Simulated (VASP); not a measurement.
CaF2:

```xyz
3
Lattice="0.0000 2.7196 2.7196 2.7196 0.0000 2.7196 2.7196 2.7196 0.0000" Properties=species:S:1:pos:R:3 pbc="T T T"
Ca    0.0000    0.0000    0.0000
F     1.3598    1.3598    1.3598
F     4.0794    4.0794    4.0794
```

Base run:

| Property | Result |
| --- | --- |
| Program | VASP 6.6.1 |
| Functional | PBE |
| Potentials or basis | VASP PAW PBE potentials, release 64 (Ca_sv, F) |
| Cutoff | 600 eV |
| k mesh | 8 × 8 × 8 |
| Occupations | gaussian, width 0.01 eV |
| Spin | no spin polarisation |

Its results: band gap on the k mesh 7.36 eV (least direct gap 7.61 eV); pressure 3.6 GPa.

Question: The run is repeated on the same cell with these changes: functional from PBE to r2SCAN; cutoff from 600 eV to 660 eV. What comes out?

Answer: Band gap on the k mesh 8.03 eV (least direct gap 8.29 eV); pressure 0.4 GPa.

Caveats: the cell stands under pressure (at least some runs); the PAW data sets were made with another functional, which shifts forces and pressure a little (at least some runs).

A k mesh can miss the band edges.
